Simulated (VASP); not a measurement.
# Cd2Se5 (R-3m) in VASP: single point with PBE

Aim: the single point of Cd2Se5 with PBE.

All numbers are computed with VASP 6.6.1; they aren't measurements. Logs are shortened: lines on timing, memory, paths and dates and some standing lists are left out, and cuts for length are marked.

### 1 The cell of the first run

Symmetry: R-3m, No. 166, trigonal system. Conventional cell: a = 4.163 Å, b = 4.163 Å, c = 35.482 Å, α = 90.00°, β = 90.00°, γ = 120.00°. Cd (site symmetry 3m) has 6 Se at 2.62 to 3.19 Å within 3.5 Å. Se (site symmetry 3m) has 3 Se at 2.80 Å and 3 Cd at 3.19 Å within 3.7 Å. Se (site symmetry 3m) has 3 Cd at 2.62 Å within 3.5 Å. Within 3.7 Å of Se (site symmetry -3m) lie 6 Se at 2.80 Å.

### 2 Single point, PBE

Contents of INCAR:

```
ALGO = Normal
EDIFF = 1E-6
ENCUT = 520
GGA = PE
ISIF = 2
ISMEAR = 0
LASPH = True
LCHARG = False
LREAL = False
LWAVE = False
NBANDS = 36
NELM = 60
PREC = Accurate
SIGMA = 0.2
```

Contents of KPOINTS:

```
k-points
0
Gamma
  5 5 5
```

Contents of POSCAR:

```
Cd2Se5
1.0
    2.0817120203      1.2018769953     11.8274744319
   -2.0817120203      1.2018769953     11.8274744319
    0.0000000000     -2.4037539906     11.8274744319
Cd Se
2 5
Direct
    0.4331914272      0.4331914272      0.4331914272
    0.5668085728      0.5668085728      0.5668085728
    0.7072167077      0.7072167077      0.7072167077
    0.1294699929      0.1294699929      0.1294699929
    0.8705300071      0.8705300071      0.8705300071
    0.2927832923      0.2927832923      0.2927832923
    0.0000000000      0.0000000000      0.0000000000
```

Potentials or basis: VASP PAW PBE potentials, release 64 (Cd, Se).

On the command line:

```sh
$ cat potpaw_PBE.64/Cd/POTCAR potpaw_PBE.64/Se/POTCAR > POTCAR
$ mpirun -np 1 vasp_std > vasp.out
```

OUTCAR:

```text
EDIFF = 1E-6
   ENCUT = 520
   GGA = PE
   ISIF = 2
   ISMEAR = 0
   LASPH = True
   LREAL = False
   NELM = 60
   PREC = Accurate

 ion  position               nearest neighbor table
   1  0.433  0.433  0.433-   4 2.62   4 2.62   4 2.62   3 3.19   3 3.19   3 3.19
   2  0.567  0.567  0.567-   5 2.62   5 2.62   5 2.62   6 3.19   6 3.19   6 3.19
   3  0.707  0.707  0.707-   1 3.19   1 3.19   1 3.19
   4  0.129  0.129  0.129-   1 2.62   1 2.62   1 2.62
   5  0.871  0.871  0.871-   2 2.62   2 2.62   2 2.62
   6  0.293  0.293  0.293-   2 3.19   2 3.19   2 3.19
   7  0.000  0.000  0.000-

  LATTYP: Found a trigonal (rhomboedric) cell.
 ALAT       =    12.0692661204
 COS(alpha) =     0.9405010134

  Lattice vectors:

 A1 = (   2.0817120203,   1.2018769953,  11.8274744319)
 A2 = (  -2.0817120203,   1.2018769953,  11.8274744319)
 A3 = (   0.0000000000,  -2.4037539906,  11.8274744319)

Analysis of symmetry for initial positions (statically):
=====================================================================
 Subroutine PRICEL returns:
 Original cell was already a primitive cell.

 Routine SETGRP: Setting up the symmetry group for a
 trigonal (rhombohedral) supercell.

 Subroutine GETGRP returns: Found 12 space group operations
 (whereof 12 operations were pure point group operations)
 out of a pool of 12 trial point group operations.

The static configuration has the point symmetry D_3d.

Analysis of symmetry for dynamics (positions and initial velocities):
=====================================================================
 Subroutine PRICEL returns:
 Original cell was already a primitive cell.

 Routine SETGRP: Setting up the symmetry group for a
 trigonal (rhombohedral) supercell.

 Subroutine GETGRP returns: Found 12 space group operations
 (whereof 12 operations were pure point group operations)
 out of a pool of 12 trial point group operations.

The dynamic configuration has the point symmetry D_3d.

 Subroutine INISYM returns: Found 12 space group operations
 (whereof 12 operations are pure point group operations),
 and found     1 'primitive' translations

----------------------------------------------------------------------------------------

                                     Primitive cell

  volume of cell :     177.5513

  direct lattice vectors                    reciprocal lattice vectors
     2.081712020  1.201876995 11.827474432     0.240186921  0.138671983  0.028182968
    -2.081712020  1.201876995 11.827474432    -0.240186921  0.138671983  0.028182968
     0.000000000 -2.403753991 11.827474432     0.000000000 -0.277343967  0.028182968

  length of vectors
    12.069266120 12.069266120 12.069266120     0.278772229  0.278772229  0.278772229

  position of ions in fractional coordinates (direct lattice)
     0.433191427  0.433191427  0.433191427
     0.566808573  0.566808573  0.566808573
     0.707216708  0.707216708  0.707216708
     0.129469993  0.129469993  0.129469993
     0.870530007  0.870530007  0.870530007
     0.292783292  0.292783292  0.292783292
     0.000000000  0.000000000  0.000000000

  ion indices of the primitive-cell ions
   primitive index   ion index
                 1           1
                 2           2
                 3           3
                 4           4
                 5           5
                 6           6
                 7           7

----------------------------------------------------------------------------------------

 KPOINTS: k-points

Automatic generation of k-mesh.
 Grid dimensions read from file:
 generate k-points for:    5    5    5

 Generating k-lattice:

  Cartesian coordinates                     Fractional coordinates (reciprocal lattice)
     0.048037384  0.027734397  0.005636594     0.200000000 -0.000000000  0.000000000
    -0.048037384  0.027734397  0.005636594    -0.000000000  0.200000000  0.000000000
     0.000000000 -0.055468793  0.005636594     0.000000000  0.000000000  0.200000000

  Length of vectors
     0.055754446  0.055754446  0.055754446

  Shift w.r.t. Gamma in fractional coordinates (k-lattice)
     0.000000000  0.000000000  0.000000000

 Subroutine IBZKPT returns following result:
 ===========================================

 Found     19 irreducible k-points:

 Following reciprocal coordinates:
            Coordinates               Weight
  0.000000  0.000000  0.000000      1.000000
  0.200000  0.000000 -0.000000      6.000000
  0.400000 -0.000000 -0.000000      6.000000
  0.200000  0.200000 -0.000000      6.000000
  0.400000  0.200000  0.000000     12.000000
 -0.400000  0.200000  0.000000     12.000000
[... 11 lines left out ...]
  0.400000  0.400000  0.400000      2.000000
 -0.400000  0.400000  0.400000      6.000000
   k-points           NKPTS =     19   k-points in BZ     NKDIM =     19   number of bands    NBANDS=     36
   number of dos      NEDOS =    301   number of ions     NIONS =      7
   total plane-waves  NPLWV = 729000
   dimension x,y,z NGX =    90 NGY =   90 NGZ =   90
   dimension x,y,z NGXF=   180 NGYF=  180 NGZF=  180
   ions per type =               2   5
   NGX,Y,Z   is equivalent  to a cutoff of  12.40, 12.40, 12.40 a.u.
   NGXF,Y,Z  is equivalent  to a cutoff of  24.79, 24.79, 24.79 a.u.
 SYSTEM =  unknown system
   PREC   = accura    normal or accurate (medium, high low for compatibility)
   ISTART =      0    job   : 0-new  1-cont  2-samecut
   ICHARG =      2    charge: 1-file 2-atom 10-const
   ISPIN  =      1    spin polarized calculation?
   LNONCOLLINEAR =      F non collinear calculations
   LSORBIT =      F    spin-orbit coupling
   LASPH  =      T    aspherical Exc in radial PAW
   ENCUT  =  520.0 eV  38.22 Ry    6.18 a.u.  22.44 22.44 22.44*2*pi/ulx,y,z
   NELM   =     60;   NELMIN=  2; NELMDL= -5     # of ELM steps
   EDIFF  = 0.1E-05   stopping-criterion for ELM
   LREAL  =      F    real-space projection
   EDIFFG = 0.1E-04   stopping-criterion for IOM
   NSW    =      0    number of steps for IOM
   IBRION =     -1    ionic relax: 0-MD 1-quasi-New 2-CG
   NFREE  =      0    steps in history (QN), initial steepest desc. (CG)
   ISIF   =      2    stress and relaxation
   ISYM   =      2    0-nonsym 1-usesym 2-fastsym
   POTIM  = 0.5000    time-step for ionic-motion
   TEBEG  =    0.0;   TEEND  =   0.0 temperature during run
   PSTRESS=    0.0 pullay stress
   NELECT =      54.0000    total number of electrons
   NUPDOWN=      -1.0000    fix difference up-down
   EMIN   =  10.00;   EMAX   =-10.00  energy-range for DOS
   EFERMI =   0.00;   METHOD = LEGACY
   ISMEAR =     0;   SIGMA  =   0.20  broadening in eV -4-tet -1-fermi 0-gaus
   EFERMI_NEDOS =   21; number of points for ismear=-14 and -15
   IALGO  =     38    algorithm
   IMIX   =      4    mixing-type and parameters
     AMIX     =   0.40;   BMIX     =  1.00
     AMIX_MAG =   1.60;   BMIX_MAG =  1.00
  volume/ion in A,a.u.               =      25.36       171.17
  Fermi-wavevector in a.u.,A,eV,Ry     =   1.100943  2.080480 16.491283  1.212075
  Thomas-Fermi vector in A             =   2.237362
   LORBIT       =      0    0 simple, 1 ext, 2 COOP (PROOUT), +10 PAW based schemes
   GGA     = PE    functional components
   LHFCALC =     F    Hartree Fock is set to
   AEXX    =    0.0000 exact exchange contribution
   IVDW    =     0    specifies the selected vdW correction
   LEPSILON=     F    determine dielectric tensor
   LRPA    =     F    only Hartree local field effects (RPA)
 non-spin polarized calculation
 Gauss-broadening in eV      SIGMA  =   0.20
  energy-cutoff  :      520.00
  volume of cell :      177.55
 maximum number of plane-waves:      4823
 NGX is ok and might be reduce to    90
   NGX = 45   NGY = 45   NGZ = 45

 number of electron      54.0000006 magnetization

 Free energy of the ion-electron system (eV)
  ---------------------------------------------------
  ext. energy  EPLUGINS =         0.00000000
  ---------------------------------------------------
  free energy    TOTEN  =       -19.47584168 eV

  energy without entropy =      -19.40306945  energy(sigma->0) =      -19.43945556

 E-fermi :   2.4207     XC(G=0):  -9.4979

 val. band max:        2.4016626430   @ k =   0.0000   0.0000   0.0000
 cond. band min:       2.4258467848   @ k =   0.2000   0.2000   0.2000
 fundamental gap:      0.0241841418
 Fermi energy:         2.4207483826

 k-point     1 :       0.0000    0.0000    0.0000
  band No.  band energies     occupation
      1     -13.0393      2.00000
      2     -10.5331      2.00000
      3     -10.1465      2.00000
      4      -9.5130      2.00000
      5      -8.3970      2.00000
      6      -5.6608      2.00000
[... 28 lines left out ...]
     35       8.4098      0.00000
     36       8.4098      0.00000

 k-point     2 :       0.2000    0.0000   -0.0000
  band No.  band energies     occupation
      1     -12.7311      2.00000
      2     -10.4094      2.00000
      3      -9.9987      2.00000
      4      -9.4850      2.00000
      5      -8.8573      2.00000
      6      -5.6202      2.00000
[... 28 lines left out ...]
     35       8.0856      0.00000
     36       8.6430      0.00000

 k-point     3 :       0.4000   -0.0000   -0.0000
  band No.  band energies     occupation
      1     -11.9473      2.00000
      2     -10.4157      2.00000
      3      -9.7251      2.00000
      4      -9.6755      2.00000
      5      -9.4607      2.00000
      6      -5.5770      2.00000
[... 28 lines left out ...]
     35       7.9978      0.00000
     36       9.2833      0.00000

 k-point     4 :       0.2000    0.2000   -0.0000
  band No.  band energies     occupation
      1     -12.7311      2.00000
      2     -10.4156      2.00000
      3      -9.9816      2.00000
      4      -9.5010      2.00000
      5      -8.8522      2.00000
      6      -5.6197      2.00000
[... 28 lines left out ...]
     35       8.2422      0.00000
     36       8.6252      0.00000

 k-point     5 :       0.4000    0.2000    0.0000
  band No.  band energies     occupation
      1     -12.1665      2.00000
      2     -10.2757      2.00000
      3      -9.7809      2.00000
      4      -9.5949      2.00000
      5      -9.4584      2.00000
      6      -5.5795      2.00000
[... 460 lines left out ...]
 k-point    17 :      -0.4000   -0.4000    0.2000
  band No.  band energies     occupation
      1     -11.9473      2.00000
      2     -10.4162      2.00000
      3      -9.7457      2.00000
      4      -9.6451      2.00000
      5      -9.4698      2.00000
      6      -5.5793      2.00000
[... 28 lines left out ...]
     35       8.2069      0.00000
     36       9.7689      0.00000

 k-point    18 :       0.4000    0.4000    0.4000
  band No.  band energies     occupation
      1     -13.0390      2.00000
      2     -10.5800      2.00000
      3     -10.0177      2.00000
      4      -9.6171      2.00000
      5      -8.3739      2.00000
      6      -5.6607      2.00000
[... 28 lines left out ...]
     35       8.6226      0.00000
     36       8.6227      0.00000

 k-point    19 :      -0.4000    0.4000    0.4000
  band No.  band energies     occupation
      1     -12.7309      2.00000
      2     -10.4378      2.00000
      3      -9.9150      2.00000
      4      -9.5570      2.00000
      5      -8.8414      2.00000
      6      -5.6203      2.00000
[... 28 lines left out ...]
     35       8.3828      0.00000
     36       8.8074      0.00000

------------------------ aborting loop because EDIFF is reached ----------------------------------------

  FORCE on cell =-STRESS in cart. coord.  units (eV):
  Direction    XX          YY          ZZ          XY          YZ          ZX
  --------------------------------------------------------------------------------------
  -------------------------------------------------------------------------------------
  Total       -0.0840907     -0.0840907      0.6415659      0.0000000      0.0000000      0.0000000
  in kB       -0.7588129     -0.7588129      5.7893247      0.0000000      0.0000000      0.0000000
  external PRESSURE =       1.4238996 kB  Pullay stress =       0.0000000 kB

 VOLUME and BASIS-vectors are now :
 -----------------------------------------------------------------------------
  energy-cutoff  :      520.00
  volume of cell :      177.55
      direct lattice vectors                 reciprocal lattice vectors
     2.081712020  1.201876995 11.827474432     0.240186921  0.138671983  0.028182968
    -2.081712020  1.201876995 11.827474432    -0.240186921  0.138671983  0.028182968
     0.000000000 -2.403753991 11.827474432     0.000000000 -0.277343967  0.028182968

 POSITION                                       TOTAL-FORCE (eV/Angst)
 -----------------------------------------------------------------------------------
      0.00000      0.00000     15.37068         0.000000     -0.000000      0.024065
      0.00000      0.00000     20.11174         0.000000      0.000000     -0.024065
      0.00000      0.00000     25.09376         0.000000     -0.000000      0.008503
      0.00000      0.00000      4.59391         0.000000     -0.000000     -0.009458
      0.00000      0.00000     30.88851         0.000000     -0.000000      0.009458
      0.00000      0.00000     10.38866         0.000000     -0.000000     -0.008503
      0.00000      0.00000      0.00000         0.000000     -0.000000     -0.000000
 -----------------------------------------------------------------------------------
    total drift:                                0.000000      0.000000      0.000000

  FREE ENERGIE OF THE ION-ELECTRON SYSTEM (eV)
  ---------------------------------------------------
  free  energy   TOTEN  =       -19.4758416811 eV

  energy  without entropy=      -19.4030694454  energy(sigma->0) =      -19.43945556
```

Wall time 29 min (1 thread of AMD EPYC 7R43 (Zen 3), shared host); peak memory 1.2 GiB.

Results:

* Free energy: -19.4758 eV
* Pressure: 0.1 GPa
* Largest force: 0.024 eV/Å
* Band gap on the k mesh: zero (filled and empty bands touch)

Forces in eV/Å, atoms in the order of the input:
```
Cd   0.000  0.000  0.024
Cd   0.000  0.000 -0.024
Se   0.000  0.000  0.009
Se   0.000  0.000 -0.009
Se   0.000  0.000  0.009
Se   0.000  0.000 -0.009
Se   0.000  0.000  0.000
```
